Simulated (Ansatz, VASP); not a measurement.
One calculation of Y, two programs

INCAR

```
PREC = Accurate
ENCUT = 600
EDIFF = 1E-6
ISMEAR = 0
SIGMA = 0.1
LREAL = F
LASPH = T
NELM = 60
ALGO = Normal
ISIF = 3
LWAVE = F
LCHARG = F
GGA = PE
IBRION = 2
NSW = 100
EDIFFG = -0.002
```

File KPOINTS:

```
regular mesh
0
Gamma
  12 12 6
```

File POSCAR:

```
Y
1.0
    3.6425693900      0.0000000000      0.0000000000
   -1.8212847000      3.1545576300      0.0000000000
    0.0000000000      0.0000000000      5.8791583500
Y
2
Direct
    0.3333333300      0.6666666700      0.2500000000
    0.6666666700      0.3333333300      0.7500000000
```

Input for Ansatz:

```yaml
crystal:
  lattice:
    - [3.64256939, 0.0, 0.0]
    - [-1.8212847, 3.15455763, 0.0]
    - [0.0, 0.0, 5.87915835]
  atoms:
    - { symbol: "Y", position: [0.33333333, 0.66666667, 0.25] }
    - { symbol: "Y", position: [0.66666667, 0.33333333, 0.75] }
basis:
  ecutwfc: 420
kpoints:
  mp_grid: { grid: [12, 12, 6] }
hamiltonian:
  xc: pbe
  pseudopotentials: { kind: paw, azcp: { folder: soft_1 } }
scf:
  occupations: { method: gaussian, width: 0.1 }
output:
  forces: true
  stress: true
  eigenvalues: true
  write_density: true
  write_potential: true
  elf: true
  volumetric_format: npy
relax:
  adjacent_minimum: "off"
  f_tol: 0.002
  max_steps: 80
  cell: { stress_tol: 0.02 }
```

Alike in both runs: task relaxation of cell and atoms; functional PBE; k mesh 12 × 12 × 6; occupations gaussian, width 0.1 eV; no spin polarisation.

```csv
,VASP,Ansatz
version,VASP 6.6.1,Ansatz 0.2.0
potentials or method,"VASP PAW PBE potentials, release 64 (Y_sv), cutoff 600 eV","scalar-relativistic, plane waves, PAW"
valence electrons in the cell,22,22
```

|  | VASP | Ansatz | Ansatz less VASP |
| --- | --- | --- | --- |
| gap on the k mesh at the Fermi level, each at its own relaxed structure (eV) | none | none | - |
| relaxed volume (Å³/atom) | 32.76 | 32.85 | +0.089 |
| relaxed cell length with the largest relative difference (Å) | 3.655 | 3.658 | +0.0034 |

A gap of «none» marks a metal or a gap that the smearing closes.
